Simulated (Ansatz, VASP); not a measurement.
TaN in VASP and in Ansatz

The input INCAR:

```
  PREC = Accurate
  ENCUT = 520
  EDIFF = 1E-6
  ISMEAR = 0
  SIGMA = 0.15
  LREAL = F
  LASPH = T
  NELM = 80
  ALGO = Normal
  ISIF = 2
  LWAVE = F
  LCHARG = T
  GGA = PS
  LELF = T
  LVHAR = T
  NBANDS = 15
```

The input KPOINTS:

```
Automatic mesh
0
Gamma
  24 24 18
```

POSCAR

```
TaN
1.0
    2.9782504199      0.0000000000      0.0000000000
   -1.4891252100      2.5792405225      0.0000000000
    0.0000000000      0.0000000000      2.8055981365
Ta N
1 1
Direct
    0.3333333333      0.6666666667      0.5000000000
    0.0000000000      0.0000000000      0.0000000000
```

Input for Ansatz:

```yaml
crystal:
  lattice:
    - [2.9782504199, 0.0, 0.0]
    - [-1.48912521, 2.5792405225, 0.0]
    - [0.0, 0.0, 2.8055981365]
  atoms:
    - { symbol: Ta, position: [0.3333333333, 0.6666666667, 0.5] }
    - { symbol: "N", position: [0.0, 0.0, 0.0] }
basis:
  ecutwfc: 420
kpoints:
  mp_grid: { grid: [24, 24, 18] }
hamiltonian:
  xc: pbesol
scf:
  occupations: { method: gaussian, width: 0.15 }
output:
  forces: true
  stress: true
  eigenvalues: true
```

Alike in both runs: task single point; functional PBEsol; k mesh 24 × 24 × 18; occupations gaussian, width 0.15 eV; no spin polarisation.

```csv
,VASP,Ansatz
version,VASP 6.6.1,Ansatz 0.2.0
potentials or method,"VASP PAW PBE potentials, release 64 (Ta_pv, N), cutoff 520 eV","scalar-relativistic, plane waves, PAW"
valence electrons in the cell,16,18
```

```csv
,VASP,Ansatz,Ansatz less VASP
gap on the k mesh at the Fermi level (eV),none,none,-
pressure (GPa),-2.6,-3.4,-0.80
"traceless stress, the component that is largest in VASP (GPa)",17.62,17.48,-0.146
```

VASP's potentials were made for PBE, not for PBEsol. A gap of «none» marks a metal or a gap that the smearing closes. With one functional, cell and mesh, what is left measures potentials, basis and numerics. VASP's potentials hold 16 valence electrons a cell and Ansatz's 18, so a difference there can come from the potentials and not from the codes.

Spin-orbit coupling is off throughout.
